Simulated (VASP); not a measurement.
Set up this calculation in VASP 6.6.1, as the native input.

| Item | Value |
| --- | --- |
| Task | single point |
| Functional | revPBE |
| Potentials or basis | VASP PAW PBE potentials, release 64 (In_d, Cu) |
| Cutoff | 520 eV |
| k mesh | 5 × 5 × 5 |
| Occupations | gaussian, width 0.05 eV |
| Spin | no spin polarisation |
| Dipole correction | no |
| Further INCAR settings | ALGO = Normal; EDIFF = 1e-06; NBANDS = 33 |

The structure of In3Cu lies in POSCAR:

```
In3Cu
1.0
    4.4827700000      0.0000000000      0.0000000000
    0.0000000000      4.4827700000      0.0000000000
    0.0000000000      0.0000000000      4.4827700000
In Cu
3 1
Direct
    0.0000000000      0.5000000000      0.5000000000
    0.5000000000      0.0000000000      0.5000000000
    0.5000000000      0.5000000000      0.0000000000
    0.0000000000      0.0000000000      0.0000000000
```

One way to write it, as run:

INCAR

```
SYSTEM = In3Cu
PREC = Accurate
ENCUT = 520
EDIFF = 1E-6
ISMEAR = 0
SIGMA = 0.05
LREAL = .False.
LASPH = .True.
NELM = 80
ALGO = Normal
ISIF = 2
LWAVE = .False.
LCHARG = .False.
GGA = RE
NBANDS = 33
```

KPOINTS

```
Automatic mesh
0
Gamma
  5 5 5
  0 0 0
```

Potentials or basis: VASP PAW PBE potentials, release 64 (In_d, Cu).

Run with:

```console
$ cat potpaw_PBE.64/In_d/POTCAR potpaw_PBE.64/Cu/POTCAR > POTCAR
$ mpirun -np 1 vasp_std > vasp.out
```

Results of the run:

* Pressure: 2.3 GPa
* Band gap on the k mesh: zero (band 25 reaches 8.98 eV, above the bottom of band 26 at 6.12 eV)

Caveat: the PAW data sets were made with another functional, which shifts forces and pressure a little; spin-orbit coupling is left out, which moves the levels of the heavy elements.

Wall time 26 s on 1 thread of Intel(R) Xeon(R) Platinum 8488C (Sapphire Rapids) (shared host), peak memory 0.2 GiB.
